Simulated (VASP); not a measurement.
HfB2: single point with PBE

The system is HfB2.

```
Hf B
1.0
     3.11184    0.00000    0.00000
    -1.55592    2.69493    0.00000
     0.00000    0.00000    3.44879
Hf B
1 2
Direct
  0.00000 0.00000 0.00000
  0.33333 0.66667 0.50000
  0.66667 0.33333 0.50000
```

```yaml
Program: VASP 6.6.1
Task: single point
Functional: PBE
Potentials_or_basis: VASP PAW PBE potentials, release 64 (Hf_pv, B)
Cutoff: 520 eV
k_mesh: 11 × 11 × 8
Occupations: fermi-dirac, width 0.1 eV
Spin: no spin polarisation
Dipole_correction: no
Further_INCAR_settings: ALGO = Normal; EDIFF = 1e-06; NBANDS = 15
```

| Item | Value |
| --- | --- |
| Pressure | 8.3 GPa |
| Band gap on the k mesh | zero (band 8 reaches 8.49 eV, above the bottom of band 9 at 7.36 eV) |

Stress tensor (GPa, compression positive):
```
8.46 0.00 0.00
0.00 8.46 0.00
0.00 0.00 8.04
```

Levels at points of the mesh, in eV from the Fermi level:
| k point | band 5 | band 6 | band 7 | band 8 | band 9 | band 10 | band 11 | band 12 |
| --- | --- | --- | --- | --- | --- | --- | --- | --- |
| (0.00, 0.00, 0.00) | -2.98 | -2.87 | -2.87 | -2.68 | 4.25 | 4.25 | 4.90 | 4.90 |
| (0.00, 0.00, 0.50) | -8.38 | -1.12 | -1.12 | 0.41 | 0.41 | 1.11 | 1.11 | 2.39 |

Wall time 16 s on 1 thread of Intel Xeon 6975P-C, on a shared host, peak memory 0.17 GiB.

Caveat: spin-orbit coupling is left out, which moves the levels of the heavy elements.
